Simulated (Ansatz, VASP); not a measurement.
## Two plane-wave programs on I

The input POSCAR:

```
I
1.0
    0.0000000000      2.3656004428      3.9098401324
    2.1922454667      0.0000000000      3.9098401324
    2.1922454667      2.3656004428      0.0000000000
I
1
Direct
    0.0000000000      0.0000000000      0.0000000000
```

File INCAR.step1:

```
SYSTEM = I
PREC = Accurate ; ENCUT = 520
ISMEAR = -1 ; SIGMA = 0.05
LREAL = .False. ; LASPH = .True.
NELM = 100 ; NBANDS = 10
GGA = PE ; ALGO = Normal
EDIFF = 1E-4 ; LWAVE = .True.
LCHARG = .False.
```

File INCAR.step2:

```
SYSTEM = I
PREC = Accurate ; ENCUT = 520
EDIFF = 1E-6 ; ISMEAR = -1
SIGMA = 0.05 ; LREAL = .False.
LASPH = .True. ; NELM = 100
ALGO = Normal ; ISIF = 2
LWAVE = .False. ; LCHARG = .True.
METAGGA = R2SCAN ; LMIXTAU = .True.
LELF = .True. ; LVHAR = .True.
NBANDS = 10 ; ISTART = 1
```

Contents of KPOINTS:

```
Automatic mesh
0
Gamma
  9 9 9
  0 0 0
```

The input input.yaml:

```yaml
crystal:
  lattice:
    - [0.0, 2.3656004428, 3.9098401324]
    - [2.1922454667, 0.0, 3.9098401324]
    - [2.1922454667, 2.3656004428, 0.0]
  atoms:
    - { symbol: I, position: [0.0, 0.0, 0.0] }
hamiltonian:
  xc: r2scan
  pseudopotentials: { kind: paw }
kpoints:
  mp_grid: { grid: [9, 9, 9] }
scf:
  occupations: { method: fermi_dirac, width: 0.05 }
output:
  forces: true
  stress: true
  eigenvalues: true
```

Alike in both runs: task single point; functional r2SCAN; k mesh 9 × 9 × 9; occupations fermi-dirac, width 0.05 eV; no spin polarisation.

|  | VASP | Ansatz |
| --- | --- | --- |
| version | VASP 6.6.1 | Ansatz 0.2.0 |
| potentials or method | VASP PAW PBE potentials, release 64 (I) | Ansatz PAW |
| plane-wave cutoff (eV) | 520 | 500 |
| valence electrons in the cell | 7 | 17 |

Ansatz gave:

```
gap on the k mesh at the Fermi level (eV)                     : none
pressure (GPa)                                                : 0.0
traceless stress, the component that is largest in VASP (GPa) : 0.03
```

Q: Which values does VASP return?

A: gap on the k mesh at the Fermi level (eV): none; pressure (GPa): 0.0; traceless stress, the component that is largest in VASP (GPa): 0.06.

VASP's potentials were made for PBE, not for r2SCAN. A gap of «none» marks a metal or a gap that the smearing closes. VASP's potentials hold 7 valence electrons a cell and Ansatz's 17, so a difference there can come from the potentials and not from the codes.

Neither program's run includes spin-orbit coupling.
